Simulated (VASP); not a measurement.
Runs of VASP 6.6.1 on C. The structure is that of space group P6_3/mmc (No. 194), or close to it. The cells are those of the table. 

```csv
task,cell,smearing,gap on the mesh (eV),pressure (GPa),largest force (eV/Å)
single point,"a = 2.499, b = 2.499, c = 4.161 Å, angles 90.0, 90.0, 120.0°, 4 atoms",gaussian 0.02 eV,3.04,0.5,0.01
single point,"a = 2.498, b = 2.498, c = 4.161 Å, angles 90.0, 90.0, 120.0°, 4 atoms",gaussian 0.1 eV,3.03,(a),0.01
relaxation of cell and atoms,"relaxed from a = 2.498, b = 2.498, c = 4.161 Å, angles 90.0, 90.0, 120.0°, 4 atoms",gaussian 0.02 eV,3.05,0.0,-
single point,"a = 2.499, b = 2.499, c = 4.161 Å, angles 90.0, 90.0, 120.0°, 4 atoms",gaussian 0.01 eV,3.04,0.5,0.01
```

Alike in all rows: level PBEsol; potentials or basis VASP PAW PBE potentials, release 64 (C); no spin polarisation; k mesh 9 × 9 × 6; cutoff (eV) 600.

**Question.** Fill in the values left out.

**Answer.** (a) 0.6.

Caveats: the PAW data sets were made with another functional, which shifts forces and pressure a little; an odd mesh through Γ misses points on the zone boundary, where band edges can lie.
